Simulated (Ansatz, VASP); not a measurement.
**MgO in VASP and in Ansatz**

File INCAR:

```
  PREC = Accurate
  ENCUT = 520
  EDIFF = 1E-6
  ISMEAR = 0
  SIGMA = 0.05
  LREAL = F
  LASPH = T
  NELM = 60
  ALGO = Normal
  ISIF = 2
  LWAVE = F
  LCHARG = F
  GGA = PE
  NBANDS = 16
```

KPOINTS

```
regular mesh
0
Gamma
  9 9 6
```

Contents of POSCAR:

```
MgO
1.0
    3.6974000000      0.0000000000      0.0000000000
   -1.8487000000      3.2020423279      0.0000000000
    0.0000000000      0.0000000000      4.4090000000
Mg O
2 2
Direct
    0.6666666667      0.3333333333      0.7500000000
    0.3333333333      0.6666666667      0.2500000000
    0.6666666667      0.3333333333      0.2500000000
    0.3333333333      0.6666666667      0.7500000000
```

Input for Ansatz:

```yaml
crystal:
  lattice:
    - [3.6974, 0.0, 0.0]
    - [-1.8487, 3.2020423279, 0.0]
    - [0.0, 0.0, 4.409]
  atoms:
    - { symbol: Mg, position: [0.6666666667, 0.3333333333, 0.75] }
    - { symbol: Mg, position: [0.3333333333, 0.6666666667, 0.25] }
    - { symbol: O, position: [0.6666666667, 0.3333333333, 0.25] }
    - { symbol: O, position: [0.3333333333, 0.6666666667, 0.75] }
basis:
  ecutwfc: 520.0
kpoints:
  mp_grid: { grid: [9, 9, 6] }
hamiltonian:
  xc: pbe
  pseudopotentials: { kind: paw, azcp: { folder: soft_1 } }
scf:
  occupations: { method: gaussian, width: 0.05 }
output:
  forces: true
  stress: true
  eigenvalues: true
```

Alike in both runs: task single point; functional PBE; k mesh 9 × 9 × 6; occupations gaussian, width 0.05 eV; no spin polarisation.

```csv
,VASP,Ansatz
version,VASP 6.6.1,Ansatz 0.2.0
potentials or method,"VASP PAW PBE potentials, release 64 (Mg, O), cutoff 520 eV","scalar-relativistic, plane waves, PAW"
valence electrons in the cell,16,32
```

```csv
,VASP,Ansatz,Ansatz less VASP
gap on the k mesh at the Fermi level (eV),2.61,2.63,+0.020
least direct gap on the mesh (eV),2.61,2.63,+0.020
pressure (GPa),-13.4,-12.8,+0.54
"traceless stress, the component that is largest in VASP (GPa)",-0.14,-0.08,+0.068
```

VASP's potentials hold 16 valence electrons a cell and Ansatz's 32, so a difference there can come from the potentials and not from the codes.
